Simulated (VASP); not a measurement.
# Si (a cell with a defect) in VASP: notebook

Runs on Si (a cell with a defect). Level: PBE. Tasks: single point.

Everything below comes from runs of VASP 6.6.1. Logs are shortened: lines on timing, memory, paths and dates and some standing lists are left out, and cuts for length are marked.

### Step 1. The cell of the first run

The cell holds a defect, 17 atoms: a = 7.679 Å, b = 7.679 Å, c = 7.679 Å, α = 60.00°, β = 60.00°, γ = 60.00°.

### Step 2. Single point, PBE

Input file INCAR:

```
ALGO = Normal ; EDIFF = 1E-7
ENCUT = 520 ; GGA = PE
ISIF = 2 ; ISMEAR = -1
LASPH = T ; LCHARG = T
LELF = T ; LREAL = Auto
LVHAR = T ; LWAVE = F
NBANDS = 48 ; NELM = 80
PREC = Accurate ; SIGMA = 0.05
```

Input file KPOINTS:

```
k-points
0
Gamma
  2 2 2
```

Input file POSCAR:

```
Si
1.0
    0.0000000000      5.4300000000      5.4300000000
    5.4300000000      0.0000000000      5.4300000000
    5.4300000000      5.4300000000      0.0000000000
Si
17
Direct
    0.0064979742      0.0025918969     -0.0117263352
    0.1314435543      0.1098774401      0.1271522099
    0.0166680479     -0.0341330571      0.5009358195
    0.1374790976      0.1232461326      0.6163286372
   -0.0223733886      0.4776212707      0.0672527624
    0.1315895028      0.6315195212      0.1270535912
    0.0167595764      0.5167838858      0.5008663904
    0.1045705341      0.6046845304      0.6864670350
    0.5025792818      0.0025326888     -0.0117310313
    0.6350550645      0.1349946593      0.0948077348
    0.5106732044      0.0107601289      0.4681253223
    0.6231223757      0.1231857274      0.6163588398
    0.5026511971      0.5064289134     -0.0117302026
    0.6098903315      0.6314104052      0.1271365562
    0.4658604972      0.5167023020      0.5008980663
    0.6232334254      0.6374838858      0.6162860958
    0.8354049724      0.3355346225      0.4939664825
```

Potentials or basis: VASP PAW PBE potentials, release 64 (Si).

Launch:

```bash
cat potpaw_PBE.64/Si/POTCAR > POTCAR
mpirun -np 1 vasp_std > vasp.out
```

OUTCAR:

```text
EDIFF = 1E-7
   ENCUT = 520
   GGA = PE
   ISIF = 2
   ISMEAR = -1
   LASPH = T
   LREAL = Auto
   NELM = 80
   PREC = Accurate

 ion  position               nearest neighbor table
   1  0.006  0.003  0.988-   6 2.33   2 2.33  10 2.33   4 2.33
   2  0.131  0.110  0.127-   1 2.33   9 2.33   5 2.34   3 2.35
   3  0.017  0.966  0.501-   8 2.31   2 2.35  17 2.44  12 2.47   4 2.47
   4  0.137  0.123  0.616-   1 2.33  11 2.35  17 2.41   7 2.47   3 2.47
   5  0.978  0.478  0.067-   6 2.34  14 2.34   2 2.34   8 2.39  17 2.68
   6  0.132  0.632  0.127-  13 2.33   1 2.33   5 2.34   7 2.35
   7  0.017  0.517  0.501-   8 2.31   6 2.35  17 2.44  16 2.47   4 2.47
   8  0.105  0.605  0.686-   3 2.31  15 2.31   7 2.31   5 2.39
   9  0.503  0.003  0.988-  14 2.33   2 2.33  10 2.33  12 2.33
  10  0.635  0.135  0.095-  13 2.33   1 2.33   9 2.33  11 2.34
  11  0.511  0.011  0.468-  10 2.34  12 2.34   4 2.35  16 2.35
  12  0.623  0.123  0.616-   9 2.33  11 2.34  17 2.41  15 2.47   3 2.47
  13  0.503  0.506  0.988-   6 2.33  14 2.33  10 2.33  16 2.33
  14  0.610  0.631  0.127-  13 2.33   9 2.33   5 2.34  15 2.35
  15  0.466  0.517  0.501-   8 2.31  14 2.35  17 2.44  12 2.47  16 2.47
  16  0.623  0.637  0.616-  13 2.33  11 2.35  17 2.40   7 2.47  15 2.47
  17  0.835  0.336  0.494-  16 2.40   4 2.41  12 2.41   7 2.44  15 2.44   3 2.44   5 2.68

  LATTYP: Found a face centered cubic cell.
 ALAT       =    10.8600000000

  Lattice vectors:

 A1 = (   0.0000000000,   5.4300000000,   5.4300000000)
 A2 = (   5.4300000000,   0.0000000000,   5.4300000000)
 A3 = (   5.4300000000,   5.4300000000,   0.0000000000)

Analysis of symmetry for initial positions (statically):
=====================================================================
 Subroutine PRICEL returns:
 Original cell was already a primitive cell.

 Routine SETGRP: Setting up the symmetry group for a
 face centered cubic supercell.

 Subroutine GETGRP returns: Found  1 space group operations
 (whereof  1 operations were pure point group operations)
 out of a pool of 48 trial point group operations.

The static configuration has the point symmetry C_1 .

Analysis of symmetry for dynamics (positions and initial velocities):
=====================================================================
 Subroutine PRICEL returns:
 Original cell was already a primitive cell.

 Routine SETGRP: Setting up the symmetry group for a
 face centered cubic supercell.

 Subroutine GETGRP returns: Found  1 space group operations
 (whereof  1 operations were pure point group operations)
 out of a pool of 48 trial point group operations.

The dynamic configuration has the point symmetry C_1 .

 Subroutine INISYM returns: Found  1 space group operations
 (whereof  1 operations are pure point group operations),
 and found     1 'primitive' translations

----------------------------------------------------------------------------------------

                                     Primitive cell

  volume of cell :     320.2060

  direct lattice vectors                    reciprocal lattice vectors
     0.000000000  5.430000000  5.430000000    -0.092081031  0.092081031  0.092081031
     5.430000000  0.000000000  5.430000000     0.092081031 -0.092081031  0.092081031
     5.430000000  5.430000000  0.000000000     0.092081031  0.092081031 -0.092081031

  length of vectors
     7.679179644  7.679179644  7.679179644     0.159489025  0.159489025  0.159489025

  position of ions in fractional coordinates (direct lattice)
     0.006497974  0.002591897  0.988273665
     0.131443554  0.109877440  0.127152210
     0.016668048  0.965866943  0.500935820
     0.137479098  0.123246133  0.616328637
     0.977626611  0.477621271  0.067252762
     0.131589503  0.631519521  0.127053591
[... 9 lines left out ...]
     0.623233425  0.637483886  0.616286096
     0.835404972  0.335534622  0.493966482

  ion indices of the primitive-cell ions
   primitive index   ion index
                 1           1
                 2           2
                 3           3
                 4           4
                 5           5
                 6           6
[... 9 lines left out ...]
                16          16
                17          17

----------------------------------------------------------------------------------------

 KPOINTS: k-points

Automatic generation of k-mesh.
 Grid dimensions read from file:
 generate k-points for:    2    2    2

 Generating k-lattice:

  Cartesian coordinates                     Fractional coordinates (reciprocal lattice)
    -0.046040516  0.046040516  0.046040516     0.500000000  0.000000000  0.000000000
     0.046040516 -0.046040516  0.046040516     0.000000000  0.500000000  0.000000000
     0.046040516  0.046040516 -0.046040516     0.000000000  0.000000000  0.500000000

  Length of vectors
     0.079744512  0.079744512  0.079744512

  Shift w.r.t. Gamma in fractional coordinates (k-lattice)
     0.000000000  0.000000000  0.000000000

 Subroutine IBZKPT returns following result:
 ===========================================

 Found      8 irreducible k-points:

 Following reciprocal coordinates:
            Coordinates               Weight
  0.000000  0.000000  0.000000      1.000000
  0.500000  0.000000  0.000000      1.000000
  0.000000  0.500000  0.000000      1.000000
  0.000000  0.000000  0.500000      1.000000
  0.500000  0.500000  0.500000      1.000000
  0.500000  0.500000  0.000000      1.000000
  0.000000  0.500000  0.500000      1.000000
  0.500000  0.000000  0.500000      1.000000
   k-points           NKPTS =      8   k-points in BZ     NKDIM =      8   number of bands    NBANDS=     48
   number of dos      NEDOS =    301   number of ions     NIONS =     17
   total plane-waves  NPLWV = 216000
   dimension x,y,z NGX =    60 NGY =   60 NGZ =   60
   dimension x,y,z NGXF=   120 NGYF=  120 NGZF=  120
   ions per type =              17
   NGX,Y,Z   is equivalent  to a cutoff of  12.99, 12.99, 12.99 a.u.
   NGXF,Y,Z  is equivalent  to a cutoff of  25.98, 25.98, 25.98 a.u.
 SYSTEM =  unknown system
   PREC   = accura    normal or accurate (medium, high low for compatibility)
   ISTART =      0    job   : 0-new  1-cont  2-samecut
   ICHARG =      2    charge: 1-file 2-atom 10-const
   ISPIN  =      1    spin polarized calculation?
   LNONCOLLINEAR =      F non collinear calculations
   LSORBIT =      F    spin-orbit coupling
   LASPH  =      T    aspherical Exc in radial PAW
   ENCUT  =  520.0 eV  38.22 Ry    6.18 a.u.  14.28 14.28 14.28*2*pi/ulx,y,z
   NELM   =     80;   NELMIN=  2; NELMDL= -5     # of ELM steps
   EDIFF  = 0.1E-06   stopping-criterion for ELM
   LREAL  =      T    real-space projection
   EDIFFG = 0.1E-05   stopping-criterion for IOM
   NSW    =      0    number of steps for IOM
   IBRION =     -1    ionic relax: 0-MD 1-quasi-New 2-CG
   NFREE  =      0    steps in history (QN), initial steepest desc. (CG)
   ISIF   =      2    stress and relaxation
   ISYM   =      2    0-nonsym 1-usesym 2-fastsym
   POTIM  = 0.5000    time-step for ionic-motion
   TEBEG  =    0.0;   TEEND  =   0.0 temperature during run
   PSTRESS=    0.0 pullay stress
   NELECT =      68.0000    total number of electrons
   NUPDOWN=      -1.0000    fix difference up-down
   EMIN   =  10.00;   EMAX   =-10.00  energy-range for DOS
   EFERMI =   0.00;   METHOD = LEGACY
   ISMEAR =    -1;   SIGMA  =   0.05  broadening in eV -4-tet -1-fermi 0-gaus
   EFERMI_NEDOS =   21; number of points for ismear=-14 and -15
   IALGO  =     38    algorithm
   IMIX   =      4    mixing-type and parameters
     AMIX     =   0.40;   BMIX     =  1.00
     AMIX_MAG =   1.60;   BMIX_MAG =  1.00
  volume/ion in A,a.u.               =      18.84       127.11
  Fermi-wavevector in a.u.,A,eV,Ry     =   0.976715  1.845724 12.979587  0.953973
  Thomas-Fermi vector in A             =   2.107356
   LORBIT       =      0    0 simple, 1 ext, 2 COOP (PROOUT), +10 PAW based schemes
   GGA     = PE    functional components
   LHFCALC =     F    Hartree Fock is set to
   AEXX    =    0.0000 exact exchange contribution
   IVDW    =     0    specifies the selected vdW correction
   LEPSILON=     F    determine dielectric tensor
   LRPA    =     F    only Hartree local field effects (RPA)
 non-spin polarized calculation
  energy-cutoff  :      520.00
  volume of cell :      320.21
 maximum number of plane-waves:      8646
 NGX is ok and might be reduce to    60
   NGX = 29   NGY = 29   NGZ = 29

 number of electron      68.0000000 magnetization

 Free energy of the ion-electron system (eV)
  ---------------------------------------------------
  ext. energy  EPLUGINS =         0.00000000
  ---------------------------------------------------
  free energy    TOTEN  =       -87.73918639 eV

  energy without entropy =      -87.68456159  energy(sigma->0) =      -87.71187399

 E-fermi :   6.7791     XC(G=0):  -9.6925

 val. band max:        6.7656854914   @ k =   0.0000   0.5000   0.5000
 cond. band min:       6.9614951798   @ k =   0.5000   0.0000   0.0000
 fundamental gap:      0.1958096885
 Fermi energy:         6.7791484170

 k-point     1 :       0.0000    0.0000    0.0000
  band No.  band energies     occupation
      1      -6.2384      2.00000
      2      -3.8814      2.00000
      3      -3.6135      2.00000
      4      -3.6130      2.00000
      5      -3.3976      2.00000
      6      -2.6832      2.00000
[... 38 lines left out ...]
     45       8.4968      0.00000
     46       8.8726      0.00000

 k-point     2 :       0.5000    0.0000    0.0000
  band No.  band energies     occupation
      1      -5.7759      2.00000
      2      -4.9938      2.00000
      3      -3.6190      2.00000
      4      -3.4120      2.00000
      5      -3.2010      2.00000
      6      -3.0088      2.00000
[... 38 lines left out ...]
     45       9.5598      0.00000
     46      10.0221      0.00000

 k-point     3 :       0.0000    0.5000    0.0000
  band No.  band energies     occupation
      1      -5.7760      2.00000
      2      -4.9937      2.00000
      3      -3.6188      2.00000
      4      -3.4123      2.00000
      5      -3.2012      2.00000
      6      -3.0086      2.00000
[... 38 lines left out ...]
     45       9.5600      0.00000
     46      10.0222      0.00000

 k-point     4 :       0.0000    0.0000    0.5000
  band No.  band energies     occupation
      1      -5.8438      2.00000
      2      -4.8744      2.00000
      3      -3.4323      2.00000
      4      -3.3834      2.00000
      5      -3.3829      2.00000
      6      -3.0100      2.00000
[... 38 lines left out ...]
     45       9.8298      0.00000
     46      10.0411      0.00000

 k-point     5 :       0.5000    0.5000    0.5000
  band No.  band energies     occupation
      1      -5.7758      2.00000
      2      -4.9939      2.00000
      3      -3.6191      2.00000
      4      -3.4120      2.00000
      5      -3.2006      2.00000
      6      -3.0089      2.00000
[... 38 lines left out ...]
     45       9.5594      0.00000
     46      10.0224      0.00000

 k-point     6 :       0.5000    0.5000    0.0000
  band No.  band energies     occupation
      1      -5.6465      2.00000
      2      -4.7103      2.00000
      3      -4.0530      2.00000
      4      -3.8629      2.00000
      5      -3.7973      2.00000
      6      -3.6333      2.00000
[... 38 lines left out ...]
     45      10.2778      0.00000
     46      10.4423      0.00000

 k-point     7 :       0.0000    0.5000    0.5000
  band No.  band energies     occupation
      1      -5.6467      2.00000
      2      -4.7096      2.00000
      3      -4.0530      2.00000
      4      -3.8631      2.00000
      5      -3.7973      2.00000
      6      -3.6335      2.00000
[... 38 lines left out ...]
     45      10.2781      0.00000
     46      10.4420      0.00000

 k-point     8 :       0.5000    0.0000    0.5000
  band No.  band energies     occupation
      1      -5.6466      2.00000
      2      -4.7099      2.00000
      3      -4.0531      2.00000
      4      -3.8629      2.00000
      5      -3.7972      2.00000
      6      -3.6335      2.00000
[... 38 lines left out ...]
     45      10.2785      0.00000
     46      10.4421      0.00000
 [bands above 46 left out]

------------------------ aborting loop because EDIFF is reached ----------------------------------------

  FORCE on cell =-STRESS in cart. coord.  units (eV):
  Direction    XX          YY          ZZ          XY          YZ          ZX
  --------------------------------------------------------------------------------------
  -------------------------------------------------------------------------------------
  Total        9.0966140      9.0928207      9.0849341     -1.0172094      1.0156058      1.0194587
  in kB       45.5156623     45.4966820     45.4572207     -5.0896915      5.0816679      5.1009462
  external PRESSURE =      45.4898550 kB  Pullay stress =       0.0000000 kB

 VOLUME and BASIS-vectors are now :
 -----------------------------------------------------------------------------
  energy-cutoff  :      520.00
  volume of cell :      320.21
      direct lattice vectors                 reciprocal lattice vectors
     0.000000000  5.430000000  5.430000000    -0.092081031  0.092081031  0.092081031
     5.430000000  0.000000000  5.430000000     0.092081031 -0.092081031  0.092081031
     5.430000000  5.430000000  0.000000000     0.092081031  0.092081031 -0.092081031

 POSITION                                       TOTAL-FORCE (eV/Angst)
 -----------------------------------------------------------------------------------
      5.38040      5.40161      0.04936        -0.003500     -0.010553      0.007558
      1.28707      1.40417      1.31037        -0.004887      0.007287     -0.004502
      7.96474      2.81059      5.33517        -0.008387      0.004171     -0.005700
      4.01589      4.09318      1.41574         0.003112     -0.019194     -0.005892
      2.95867      5.67369      7.90200         0.027148      0.027381     -0.032171
      4.11905      1.40443      4.14368         0.009895      0.008756      0.002939
[... 9 lines left out ...]
      6.80797      6.73059      6.84569        -0.010262      0.003011     -0.004104
      4.50419      7.21849      6.35820        -0.043995     -0.035571      0.029873
 -----------------------------------------------------------------------------------
    total drift:                               -0.000513     -0.002331      0.001821

  FREE ENERGIE OF THE ION-ELECTRON SYSTEM (eV)
  ---------------------------------------------------
  free  energy   TOTEN  =       -87.7391863950 eV

  energy  without entropy=      -87.6845615925  energy(sigma->0) =      -87.71187399
```

Run time: 2.1 min. Hardware: 1 thread of AMD EPYC 9R45 (Zen 5), shared host; peak memory 0.43 GiB.

What came out:

```yaml
Free_energy: -87.7392 eV
Pressure: 4.5 GPa
Largest_force: 0.064 eV/Å
Band_gap_on_the_k_mesh: zero (bands 34 and 35 overlap by 0.02 eV)
```

Forces in eV/Å, atoms in the order of the input:
```
Si  -0.004 -0.011  0.008
Si  -0.005  0.007 -0.005
Si  -0.008  0.004 -0.006
Si   0.003 -0.019 -0.006
Si   0.027  0.027 -0.032
Si   0.010  0.009  0.003
Si   0.009  0.011  0.016
Si   0.015  0.021 -0.022
Si  -0.002 -0.004  0.008
Si   0.005  0.005 -0.005
Si  -0.005  0.000 -0.005
Si   0.004  0.006  0.027
Si  -0.012 -0.006  0.009
Si   0.007 -0.005 -0.003
Si   0.009 -0.014 -0.012
Si  -0.010  0.003 -0.004
Si  -0.044 -0.036  0.030
```

Stress tensor (GPa, compression positive):
```
 4.55 -0.51  0.51
-0.51  4.55  0.51
 0.51  0.51  4.55
```

Caveat: the k points lie up to 0.50 Å⁻¹ apart.

(Part 1 of 2 ends here.)

The gap in the log of VASP goes by the Fermi energy; the results here count the filled bands.